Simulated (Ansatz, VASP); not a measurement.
# One calculation of Tl, two programs

The input INCAR:

```
PREC = Accurate
ENCUT = 600
EDIFF = 1E-6
ISMEAR = -1
SIGMA = 0.05
LREAL = F
LASPH = T
NELM = 60
ALGO = Normal
ISIF = 3
LWAVE = F
LCHARG = F
GGA = PS
IBRION = 2
NSW = 100
EDIFFG = -0.003
```

Contents of KPOINTS:

```
regular mesh
0
Gamma
  17 17 9
```

The input POSCAR:

```
Tl
1.0
    3.4380000000      0.0000000000      0.0000000000
   -1.7190000000      2.9773953382      0.0000000000
    0.0000000000      0.0000000000      5.4780000000
Tl
2
Direct
    0.3333333333      0.6666666667      0.2500000000
    0.6666666667      0.3333333333      0.7500000000
```

Input for Ansatz:

```yaml
crystal:
  lattice:
    - [3.438, 0.0, 0.0]
    - [-1.719, 2.9773953382, 0.0]
    - [0.0, 0.0, 5.478]
  atoms:
    - { symbol: Tl, position: [0.3333333333, 0.6666666667, 0.25] }
    - { symbol: Tl, position: [0.6666666667, 0.3333333333, 0.75] }
kpoints:
  mp_grid: { grid: [17, 17, 9] }
scf:
  occupations: { method: fermi_dirac, width: 0.05 }
hamiltonian:
  xc: pbesol
  pseudopotentials: { kind: paw }
output:
  forces: true
  stress: true
  write_density: true
  write_potential: true
  elf: true
  volumetric_format: npy
relax:
  f_tol: 0.003
  max_steps: 80
  cell: {}
```

Alike in both runs: task relaxation of cell and atoms; functional PBEsol; k mesh 17 × 17 × 9; occupations fermi-dirac, width 0.05 eV; no spin polarisation.

|  | VASP | Ansatz |
| --- | --- | --- |
| version | VASP 6.6.1 | Ansatz 0.2.0 |
| potentials or method | VASP PAW PBE potentials, release 64 (Tl_d) | PAW with Ansatz's default frozen-core files, scalar-relativistic |
| plane-wave cutoff (eV) | 600 | 420 |
| valence electrons in the cell | 26 | 26 |

|  | VASP | Ansatz | Ansatz less VASP |
| --- | --- | --- | --- |
| relaxed volume (Å³/atom) | 28.61 | 28.61 | +0.002 |
| relaxed length of the cell vector where the two differ most in proportion (Å) | 5.519 | 5.521 | +0.0014 |

VASP's potentials were made for PBE, not for PBEsol.

Spin-orbit coupling is off throughout.
